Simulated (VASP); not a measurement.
A run of VASP 6.6.1:

The input INCAR:

```
PREC     = Accurate       # precision mode
ENCUT    = 520            # plane-wave cutoff, eV
EDIFF    = 1E-8           # SCF threshold, eV
ISMEAR   = -1             # smearing method
SIGMA    = 0.05           # smearing width, eV
LREAL    = F              # projectors in reciprocal space
LASPH    = T              # aspherical terms in the spheres
NELM     = 80             # most SCF steps
ALGO     = Normal         # electronic algorithm
ISIF     = 2              # what is computed and relaxed
LWAVE    = F              # write WAVECAR
LCHARG   = F              # write CHGCAR
LEFG     = T            
NBANDS   = 12             # bands
```

The input KPOINTS:

```
regular mesh
0
Gamma
  13 13 13
```

The input POSCAR:

```
As
1.0
    1.9166166498      1.1065591387      3.5541357880
   -1.9166166498      1.1065591387      3.5541357880
    0.0000000000     -2.2131182774      3.5541357880
As
2
Direct
    0.2275400000      0.2275400000      0.2275400000
    0.7724600000      0.7724600000      0.7724600000
```

Potentials or basis: VASP PAW LDA potentials, release 64 (As).

Launch:

```sh
$ cat potpaw_LDA.64/As/POTCAR > POTCAR
$ mpirun -np 1 vasp_std > vasp.out
```

Hardware: 1 thread of Intel Xeon 8259CL, on a shared host.

Problem. How long does it take, and how much memory?

Solution. Wall time 96 s on 1 thread of Intel Xeon 8259CL, with other jobs on the host, peak memory 0.23 GiB. Counts: scf iterations 12, k points 231.
